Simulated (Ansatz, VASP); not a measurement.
## ZnS in VASP and in Ansatz

The input INCAR:

```
SYSTEM = ZnS
  PREC = Accurate
  ENCUT = 520
  EDIFF = 1E-8
  ISMEAR = -1
  SIGMA = 0.01
  LREAL = .FALSE.
  LASPH = .TRUE.
  NELM = 100
  ALGO = Normal
  ISIF = 2
  LWAVE = .FALSE.
  LCHARG = .FALSE.
  GGA = PE
  LEFG = .TRUE.
  NBANDS = 16
```

KPOINTS

```
regular mesh
0
G
  8 8 8
  0 0 0
```

The input POSCAR:

```
ZnS
1.0
    0.0540930000      2.7316965000      2.7316965000
    2.7316965000      0.0540930000      2.7316965000
    2.7316965000      2.7316965000      0.0540930000
Zn S
1 1
Direct
    0.0000000000      0.0000000000      0.0000000000
    0.7500000000      0.7500000000      0.7500000000
```

Input for Ansatz:

```yaml
crystal:
  lattice:
    - [0.054093, 2.7316965, 2.7316965]
    - [2.7316965, 0.054093, 2.7316965]
    - [2.7316965, 2.7316965, 0.054093]
  atoms:
    - { symbol: Zn, position: [0.0, 0.0, 0.0] }
    - { symbol: S, position: [0.75, 0.75, 0.75] }
kpoints:
  mp_grid: { grid: [8, 8, 8] }
scf:
  occupations: { method: fermi_dirac, width: 0.01 }
hamiltonian:
  xc: pbe
  pseudopotentials: { kind: all_electron, datasets: crystal }
output:
  forces: true
  stress: true
  eigenvalues: true
  efg: { contact_densities: true }
```

Change from the starting cell: equal xy, yz and zx shear strains of +2 %, crystal datasets.

Alike in both runs: task electric field gradients; functional PBE; k mesh 8 × 8 × 8; occupations fermi-dirac, width 0.01 eV; no spin polarisation.

|  | VASP | Ansatz |
| --- | --- | --- |
| version | VASP 6.6.1 | Ansatz 0.2.0 |
| potentials or method | VASP PAW PBE potentials, release 64 (Zn, S), cutoff 520 eV | all-electron PAW with datasets made for the crystal, scalar-relativistic |

|  | VASP | Ansatz | Ansatz less VASP |
| --- | --- | --- | --- |
| gap on the k mesh at the Fermi level (eV) | 2.05 | 2.05 | -0.001 |
| pressure (GPa) | 1.7 | 1.5 | -0.16 |
| traceless stress, the component that is largest in VASP (GPa) | -1.32 | -1.31 | +0.012 |
| rms of the force components (eV/Å) | 0.099 | 0.097 | -0.0019 |
| size of Vzz on the site where it differs most (V/Å²) | 12.4 | 11.7 | -0.68 |

Atom by atom the forces differ by 0.002 eV/Å (rms over components). Ansatz ran all-electron here, and VASP with PAW potentials.
